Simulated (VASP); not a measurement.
A run of VASP 6.6.1 is set up as follows.

INCAR

```
SYSTEM = La
PREC     = Accurate       ! precision mode
ENCUT    = 520            ! plane-wave cutoff, eV
EDIFF    = 1E-8           ! SCF threshold, eV
ISMEAR   = -1             ! smearing method
SIGMA    = 0.05           ! smearing width, eV
LREAL    = .FALSE.        ! projectors in reciprocal space
LASPH    = .TRUE.         ! aspherical terms in the spheres
NELM     = 150            ! most SCF steps
ALGO     = Normal         ! electronic algorithm
ISIF     = 2              ! what is computed and relaxed
LWAVE    = .FALSE.        ! write WAVECAR
LCHARG   = .FALSE.        ! write CHGCAR
LMAXMIX  = 6              ! l up to which the mixer works
LDAU     = .TRUE.         ! DFT+U
LDAUTYPE = 2            
LDAUL    = 3              ! shell
LDAUU    = 2              ! U, eV
LDAUJ    = 0            
LDAUPRINT= 1            
GGA      = PE             ! functional
LEFG     = .TRUE.       
NBANDS   = 30             ! bands
```

KPOINTS

```
regular mesh
0
G
  9 9 3
  0 0 0
```

POSCAR

```
La
1.0
    3.7700000000      0.0000000000      0.0000000000
   -1.8850000000      3.2649157723      0.0000000000
    0.0000000000      0.0000000000     12.1590000000
La
4
Direct
    0.0000000000      0.0000000000      0.0000000000
    0.0000000000      0.0000000000      0.5000000000
    0.3333333333      0.6666666667      0.7500000000
    0.6666666667      0.3333333333      0.2500000000
```

Potentials or basis: VASP PAW PBE potentials, release 64 (La).

Run with:

```console
$ cat potpaw_PBE.64/La/POTCAR > POTCAR
$ mpirun -np 1 vasp_std > vasp.out
```

(1) Predict the pressure.

(2) Predict the band gap on the k mesh.

Results:

(1) 0.5 GPa.

(2) zero (bands 22 and 23 overlap by 1.31 eV).

Caveat: without QUAD_EFG the Cq values of the log hold for a quadrupole moment of 1 mb, not for the nuclei; spin-orbit coupling is left out, which moves the levels of the heavy elements; U without spin polarisation on a metal has little footing; the U is typed as a test and isn't derived for this compound.
